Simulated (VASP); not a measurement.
A run of VASP 6.6.1 is set up as follows.

The input POSCAR:

```
MgO
1.0
    3.4863800000      0.0000000000      0.0000000000
   -1.7431900000      3.0192900000      0.0000000000
    0.0000000000      0.0000000000      4.1780400000
Mg O
2 2
Direct
    0.6666666667      0.3333333333      0.7500000000
    0.3333333333      0.6666666667      0.2500000000
    0.6666666667      0.3333333333      0.2500000000
    0.3333333333      0.6666666667      0.7500000000
```

File INCAR.step1:

```
PREC     = Accurate       # precision mode
ENCUT    = 520            # plane-wave cutoff, eV
ISMEAR   = 0              # smearing method
SIGMA    = 0.01           # smearing width, eV
LREAL    = False          # projectors in reciprocal space
LASPH    = True           # aspherical terms in the spheres
NELM     = 100            # most SCF steps
NBANDS   = 16             # bands
GGA      = PE             # functional
ALGO     = Normal         # electronic algorithm
EDIFF    = 1E-4           # SCF threshold, eV
LWAVE    = True           # write WAVECAR
LCHARG   = False          # write CHGCAR
```

INCAR.step2

```
PREC     = Accurate       # precision mode
ENCUT    = 520            # plane-wave cutoff, eV
EDIFF    = 1E-6           # SCF threshold, eV
ISMEAR   = 0              # smearing method
SIGMA    = 0.01           # smearing width, eV
LREAL    = False          # projectors in reciprocal space
LASPH    = True           # aspherical terms in the spheres
NELM     = 100            # most SCF steps
ALGO     = Normal         # electronic algorithm
ISIF     = 2              # what is computed and relaxed
LWAVE    = False          # write WAVECAR
LCHARG   = False          # write CHGCAR
METAGGA  = R2SCAN         # meta-GGA
LMIXTAU  = True         
NBANDS   = 16             # bands
ISTART   = 1
```

File KPOINTS:

```
regular mesh
0
Gamma
  6 6 6
```

Potentials or basis: VASP PAW PBE potentials, release 64 (Mg, O).

Launch:

```sh
$ cat potpaw_PBE.64/Mg/POTCAR potpaw_PBE.64/O/POTCAR > POTCAR
$ cp INCAR.step1 INCAR
$ mpirun -np 1 vasp_std > vasp.out
$ cp INCAR.step2 INCAR
$ mpirun -np 1 vasp_std > vasp.out
```

(1) Predict the band gap on the k mesh.

(2) Estimate the pressure.

Answers

(1) 4.08 eV.

(2) -0.7 GPa.

Caveat: the PAW data sets were made with another functional, which shifts forces and pressure a little.
